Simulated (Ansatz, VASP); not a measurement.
**Se: VASP beside Ansatz**

INCAR

```
SYSTEM = Se
ALGO     = Normal         ! electronic algorithm
EDIFF    = 1E-6           ! SCF threshold, eV
EDIFFG   = -0.04          ! ionic threshold
ENCUT    = 600            ! plane-wave cutoff, eV
GGA      = PE             ! functional
IBRION   = 2              ! ionic algorithm
ISIF     = 3              ! what is computed and relaxed
ISMEAR   = 0              ! smearing method
LASPH    = .True.         ! aspherical terms in the spheres
LCHARG   = .False.        ! write CHGCAR
LREAL    = .False.        ! projectors in reciprocal space
LWAVE    = .False.        ! write WAVECAR
NELM     = 60             ! most SCF steps
NSW      = 90             ! ionic steps
PREC     = Accurate       ! precision mode
SIGMA    = 0.1            ! smearing width, eV
```

Contents of KPOINTS:

```
k-points
0
Gamma
  4 4 4
  0 0 0
```

Contents of POSCAR:

```
Se
1.0
    4.7137450400      0.0000000000      0.0000000000
    0.0000000000      4.7137450400      0.0000000000
    0.0000000000      0.0000000000      4.7137450400
Se
4
Direct
    0.0000000000      0.0000000000      0.0000000000
    0.5000000000      0.0000000000      0.0000000000
    0.0000000000      0.5000000000      0.0000000000
    0.0000000000      0.0000000000      0.5000000000
```

Input for Ansatz:

```yaml
crystal:
  lattice:
    - [4.71374504, 0.0, 0.0]
    - [0.0, 4.71374504, 0.0]
    - [0.0, 0.0, 4.71374504]
  atoms:
    - { symbol: Se, position: [0.0, 0.0, 0.0] }
    - { symbol: Se, position: [0.5, 0.0, 0.0] }
    - { symbol: Se, position: [0.0, 0.5, 0.0] }
    - { symbol: Se, position: [0.0, 0.0, 0.5] }
basis:
  ecutwfc: 420
kpoints:
  mp_grid: { grid: [4, 4, 4] }
hamiltonian:
  xc: pbe
scf:
  occupations: { method: gaussian, width: 0.1 }
  lower_state_search: "off"
output:
  forces: true
  stress: true
  eigenvalues: true
relax:
  adjacent_minimum: "off"
  f_tol: 0.04
  max_steps: 70
  cell: { stress_tol: 0.4 }
```

Alike in both runs: task relaxation of cell and atoms; functional PBE; k mesh 4 × 4 × 4; occupations gaussian, width 0.1 eV; no spin polarisation.

|  | VASP | Ansatz |
| --- | --- | --- |
| version | VASP 6.6.1 | Ansatz 0.2.0 |
| potentials or method | VASP PAW PBE potentials, release 64 (Se), cutoff 600 eV | scalar-relativistic, plane waves, PAW |
| valence electrons in the cell | 24 | 64 |

Ansatz gave:

| Property | Result |
| --- | --- |
| gap on the k mesh at the Fermi level, each at its own relaxed structure (eV) | none |
| relaxed volume (Å³/atom) | 34.73 |
| relaxed length of the cell vector where the two differ most in proportion (Å) | 5.179 |

Question: Estimate VASP's values.

Answer: gap on the k mesh at the Fermi level, each at its own relaxed structure (eV): none; relaxed volume (Å³/atom): 34.69; relaxed length of the cell vector where the two differ most in proportion (Å): 5.177.

A gap of «none» marks a metal or a gap that the smearing closes. VASP's potentials hold 24 valence electrons a cell and Ansatz's 64, so a difference there can come from the potentials and not from the codes.

Noted on VASP's run: the volume moved by over 15 % at a fixed basis, so the end points are rough.
